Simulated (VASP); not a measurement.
# AlNi3 (Fm-3m) in VASP: a series of runs, part 2 of 2

VASP 6.6.1. The steps go on from the part before.

## (3) Relaxation of cell and atoms, PBEsol

This run uses another cell than the first one, of 11.00 Å³/atom, 1.004 times its volume.

Input file INCAR:

```
SYSTEM = AlNi3
PREC = Accurate
ENCUT = 600
EDIFF = 1E-6
ISMEAR = 0
SIGMA = 0.1
LREAL = .False.
LASPH = .True.
NELM = 60
ALGO = Normal
ISIF = 3
LWAVE = .False.
LCHARG = .False.
GGA = PS
IBRION = 2
NSW = 80
EDIFFG = -0.01
```

Input file KPOINTS:

```
regular mesh
0
Gamma
  4 4 4
  0 0 0
```

Input file POSCAR:

```
AlNi3
1.0
    0.0000000000      2.8018887551      2.8018887551
    2.8018887551      0.0000000000      2.8018887551
    2.8018887551      2.8018887551      0.0000000000
Al Ni
1 3
Direct
    0.5000000000      0.5000000000      0.5000000000
    0.2500000000      0.2500000000      0.2500000000
    0.0000000000      0.0000000000      0.0000000000
    0.7500000000      0.7500000000      0.7500000000
```

Potentials or basis: VASP PAW PBE potentials, release 64 (Al, Ni).

Launch:

```console
> cat potpaw_PBE.64/Al/POTCAR potpaw_PBE.64/Ni/POTCAR > POTCAR
> mpirun -np 1 vasp_std > vasp.out
```

OUTCAR:

```text
SYSTEM = AlNi3
   PREC = Accurate
   ENCUT = 600
   EDIFF = 1E-6
   ISMEAR = 0
   LREAL = .False.
   LASPH = .True.
   NELM = 60
   ISIF = 3
   GGA = PS
   IBRION = 2
   NSW = 80
   EDIFFG = -0.01

 ion  position               nearest neighbor table
   1  0.500  0.500  0.500-   2 2.43   4 2.43   2 2.43   2 2.43   4 2.43   2 2.43   4 2.43   4 2.43
                             3 2.80   3 2.80   3 2.80   3 2.80   3 2.80   3 2.80
   2  0.250  0.250  0.250-   3 2.43   1 2.43   3 2.43   1 2.43   3 2.43   3 2.43   1 2.43   1 2.43
                             4 2.80   4 2.80   4 2.80   4 2.80   4 2.80   4 2.80
   3  0.000  0.000  0.000-   4 2.43   2 2.43   4 2.43   2 2.43   4 2.43   4 2.43   2 2.43   2 2.43
                             1 2.80   1 2.80   1 2.80   1 2.80   1 2.80   1 2.80
   4  0.750  0.750  0.750-   1 2.43   3 2.43   1 2.43   1 2.43   3 2.43   1 2.43   3 2.43   3 2.43
                             2 2.80   2 2.80   2 2.80   2 2.80   2 2.80   2 2.80

  LATTYP: Found a face centered cubic cell.
 ALAT       =     5.6037775102

  Lattice vectors:

 A1 = (   0.0000000000,   2.8018887551,   2.8018887551)
 A2 = (   2.8018887551,   0.0000000000,   2.8018887551)
 A3 = (   2.8018887551,   2.8018887551,   0.0000000000)

Analysis of symmetry for initial positions (statically):
=====================================================================
 Subroutine PRICEL returns:
 Original cell was already a primitive cell.

 Routine SETGRP: Setting up the symmetry group for a
 face centered cubic supercell.

 Subroutine GETGRP returns: Found 48 space group operations
 (whereof 48 operations were pure point group operations)
 out of a pool of 48 trial point group operations.

The static configuration has the point symmetry O_h .

Analysis of symmetry for dynamics (positions and initial velocities):
=====================================================================
 Subroutine PRICEL returns:
 Original cell was already a primitive cell.

 Routine SETGRP: Setting up the symmetry group for a
 face centered cubic supercell.

 Subroutine GETGRP returns: Found 48 space group operations
 (whereof 48 operations were pure point group operations)
 out of a pool of 48 trial point group operations.

The dynamic configuration has the point symmetry O_h .

 Subroutine INISYM returns: Found 48 space group operations
 (whereof 48 operations are pure point group operations),
 and found     1 'primitive' translations

----------------------------------------------------------------------------------------

                                     Primitive cell

  volume of cell :      43.9929

  direct lattice vectors                    reciprocal lattice vectors
     0.000000000  2.801888755  2.801888755    -0.178451053  0.178451053  0.178451053
     2.801888755  0.000000000  2.801888755     0.178451053 -0.178451053  0.178451053
     2.801888755  2.801888755  0.000000000     0.178451053  0.178451053 -0.178451053

  length of vectors
     3.962469078  3.962469078  3.962469078     0.309086291  0.309086291  0.309086291

  position of ions in fractional coordinates (direct lattice)
     0.500000000  0.500000000  0.500000000
     0.250000000  0.250000000  0.250000000
     0.000000000  0.000000000  0.000000000
     0.750000000  0.750000000  0.750000000

  ion indices of the primitive-cell ions
   primitive index   ion index
                 1           1
                 2           2
                 3           3
                 4           4

----------------------------------------------------------------------------------------

 KPOINTS: regular mesh

Automatic generation of k-mesh.
 Grid dimensions read from file:
 generate k-points for:    4    4    4

 Generating k-lattice:

  Cartesian coordinates                     Fractional coordinates (reciprocal lattice)
    -0.044612763  0.044612763  0.044612763     0.250000000  0.000000000  0.000000000
     0.044612763 -0.044612763  0.044612763     0.000000000  0.250000000  0.000000000
     0.044612763  0.044612763 -0.044612763     0.000000000  0.000000000  0.250000000

  Length of vectors
     0.077271573  0.077271573  0.077271573

  Shift w.r.t. Gamma in fractional coordinates (k-lattice)
     0.000000000  0.000000000  0.000000000

 Subroutine IBZKPT returns following result:
 ===========================================

 Found      8 irreducible k-points:

 Following reciprocal coordinates:
            Coordinates               Weight
  0.000000  0.000000  0.000000      1.000000
  0.250000  0.000000  0.000000      8.000000
  0.500000  0.000000  0.000000      4.000000
  0.250000  0.250000  0.000000      6.000000
  0.500000  0.250000  0.000000     24.000000
 -0.250000  0.250000  0.000000     12.000000
  0.500000  0.500000  0.000000      3.000000
 -0.250000  0.500000  0.250000      6.000000
   k-points           NKPTS =      8   k-points in BZ     NKDIM =      8   number of bands    NBANDS=     20
   number of dos      NEDOS =    301   number of ions     NIONS =      4
   total plane-waves  NPLWV =  32768
   dimension x,y,z NGX =    32 NGY =   32 NGZ =   32
   dimension x,y,z NGXF=    64 NGYF=   64 NGZF=   64
   ions per type =               1   3
   NGX,Y,Z   is equivalent  to a cutoff of  13.43, 13.43, 13.43 a.u.
   NGXF,Y,Z  is equivalent  to a cutoff of  26.85, 26.85, 26.85 a.u.
 SYSTEM =  AlNi3
   PREC   = accura    normal or accurate (medium, high low for compatibility)
   ISTART =      0    job   : 0-new  1-cont  2-samecut
   ICHARG =      2    charge: 1-file 2-atom 10-const
   ISPIN  =      1    spin polarized calculation?
   LNONCOLLINEAR =      F non collinear calculations
   LSORBIT =      F    spin-orbit coupling
   LASPH  =      T    aspherical Exc in radial PAW
   ENCUT  =  600.0 eV  44.10 Ry    6.64 a.u.   7.91  7.91  7.91*2*pi/ulx,y,z
   NELM   =     60;   NELMIN=  2; NELMDL= -5     # of ELM steps
   EDIFF  = 0.1E-05   stopping-criterion for ELM
   LREAL  =      F    real-space projection
   EDIFFG = -.1E-01   stopping-criterion for IOM
   NSW    =     80    number of steps for IOM
   IBRION =      2    ionic relax: 0-MD 1-quasi-New 2-CG
   NFREE  =      1    steps in history (QN), initial steepest desc. (CG)
   ISIF   =      3    stress and relaxation
   ISYM   =      2    0-nonsym 1-usesym 2-fastsym
   POTIM  = 0.5000    time-step for ionic-motion
   TEBEG  =    0.0;   TEEND  =   0.0 temperature during run
   PSTRESS=    0.0 pullay stress
   NELECT =      33.0000    total number of electrons
   NUPDOWN=      -1.0000    fix difference up-down
   EMIN   =  10.00;   EMAX   =-10.00  energy-range for DOS
   EFERMI =   0.00;   METHOD = LEGACY
   ISMEAR =     0;   SIGMA  =   0.10  broadening in eV -4-tet -1-fermi 0-gaus
   EFERMI_NEDOS =   21; number of points for ismear=-14 and -15
   IALGO  =     38    algorithm
   IMIX   =      4    mixing-type and parameters
     AMIX     =   0.40;   BMIX     =  1.00
     AMIX_MAG =   1.60;   BMIX_MAG =  1.00
  volume/ion in A,a.u.               =      11.00        74.22
  Fermi-wavevector in a.u.,A,eV,Ry     =   1.487483  2.810935 30.104316  2.212605
  Thomas-Fermi vector in A             =   2.600638
   LORBIT       =      0    0 simple, 1 ext, 2 COOP (PROOUT), +10 PAW based schemes
   GGA     = PS    functional components
   LHFCALC =     F    Hartree Fock is set to
   AEXX    =    0.0000 exact exchange contribution
   IVDW    =     0    specifies the selected vdW correction
   LEPSILON=     F    determine dielectric tensor
   LRPA    =     F    only Hartree local field effects (RPA)
 conjugate gradient relaxation of ions
 non-spin polarized calculation
 Gauss-broadening in eV      SIGMA  =   0.10
  energy-cutoff  :      600.00
  volume of cell :       43.99
 maximum number of plane-waves:      1480
   NGX = 15   NGY = 15   NGZ = 15

--------------------------------------- Ionic step        1  -------------------------------------------

 number of electron      33.0000021 magnetization

 Free energy of the ion-electron system (eV)
  ---------------------------------------------------
  ext. energy  EPLUGINS =         0.00000000
  ---------------------------------------------------
  free energy    TOTEN  =       -24.10012406 eV

  energy without entropy =      -24.06278852  energy(sigma->0) =      -24.08145629

------------------------ aborting loop because EDIFF is reached ----------------------------------------

  FORCE on cell =-STRESS in cart. coord.  units (eV):
  Direction    XX          YY          ZZ          XY          YZ          ZX
  --------------------------------------------------------------------------------------
  -------------------------------------------------------------------------------------
  Total       -0.1812972     -0.1812972     -0.1812972      0.0000000      0.0000000      0.0000000
  in kB       -6.6026597     -6.6026597     -6.6026597      0.0000000      0.0000000      0.0000000
  external PRESSURE =      -6.6026597 kB  Pullay stress =       0.0000000 kB
[... 61 lines left out ...]
  energy  without entropy=      -24.0630943517  energy(sigma->0) =      -24.08172490

--------------------------------------- Ionic step        3  -------------------------------------------

 number of electron      33.0000018 magnetization

 Free energy of the ion-electron system (eV)
  ---------------------------------------------------
  ext. energy  EPLUGINS =         0.00000000
  ---------------------------------------------------
  free energy    TOTEN  =       -24.10054292 eV

  energy without entropy =      -24.06329940  energy(sigma->0) =      -24.08192116

 E-fermi :   9.7663     XC(G=0): -12.9867

 val. band max:        9.7423150302   @ k =   0.5000   0.2500   0.0000
 cond. band min:       9.7926771363   @ k =   0.5000   0.5000   0.0000
 fundamental gap:      0.0503621061
 Fermi energy:         9.7663262490

 k-point     1 :       0.0000    0.0000    0.0000
  band No.  band energies     occupation
      1      -0.3753      2.00000
      2       6.2154      2.00000
      3       6.2154      2.00000
      4       6.3399      2.00000
      5       6.3399      2.00000
      6       6.3399      2.00000
[... 12 lines left out ...]
     19      15.3171      0.00000
[... 191 lines left out ...]
  FREE ENERGIE OF THE ION-ELECTRON SYSTEM (eV)
  ---------------------------------------------------
  free  energy   TOTEN  =       -24.1005429197 eV

  energy  without entropy=      -24.0632994043  energy(sigma->0) =      -24.08192116

 reached required accuracy - stopping structural energy minimisation
```

CONTCAR:

```text
AlNi3
   1.00000000000000
     0.0000000000000000    2.7980387271185143    2.7980387271185143
     2.7980387271185143    0.0000000000000000    2.7980387271185143
     2.7980387271185143    2.7980387271185143    0.0000000000000000
  Al              Ni
     1     3
Direct
     0.5000000000000000    0.5000000000000000    0.5000000000000000
     0.2500000000000000    0.2500000000000000    0.2500000000000000
     0.0000000000000000    0.0000000000000000    0.0000000000000000
     0.7500000000000000    0.7500000000000000    0.7500000000000000

  0.00000000E+00  0.00000000E+00  0.00000000E+00
  0.00000000E+00  0.00000000E+00  0.00000000E+00
  0.00000000E+00  0.00000000E+00  0.00000000E+00
  0.00000000E+00  0.00000000E+00  0.00000000E+00
```

It took 26 s on 1 thread of Intel Xeon Platinum 8259CL at 2.50GHz (Skylake/Cascade Lake), shared host; peak memory 0.18 GiB.

What came out:

| Item | Value |
| --- | --- |
| Free energy | -24.1005 eV |
| Relaxed volume | 10.95 Å³/atom |
| Relaxed cell | a = 3.957 Å, b = 3.957 Å, c = 3.957 Å, α = 60.00°, β = 60.00°, γ = 60.00° |
| Space group after relaxing (to 0.05 Å) | Fm-3m (No. 225) |
| Energy gained by relaxing | 0.1 meV/atom |
| Ionic steps | 3 |
| Pressure after relaxing | 0.1 GPa |

Step by step:
```csv
step,energy change (eV),largest force (eV/Å),pressure (GPa),volume (Å³)
1,0.0000,0.0000,-0.66,43.99
2,-0.0002,0.0000,0.52,43.70
3,-0.0004,0.0000,0.09,43.81
```

Final structure:
```yaml
crystal:
  lattice:
    - [0.00000, 2.79804, 2.79804]
    - [2.79804, 0.00000, 2.79804]
    - [2.79804, 2.79804, 0.00000]
  atoms:
    - { symbol: Al, position: [0.50000, 0.50000, 0.50000] }
    - { symbol: Ni, position: [0.25000, 0.25000, 0.25000] }
    - { symbol: Ni, position: [0.00000, 0.00000, 0.00000] }
    - { symbol: Ni, position: [0.75000, 0.75000, 0.75000] }
```

Caveat: the k points lie up to 0.49 Å⁻¹ apart in the final cell; the PAW data sets were made with another functional, which shifts forces and pressure a little. Spin polarisation is off, so any magnetic state and its effect on volume and gap are missing.
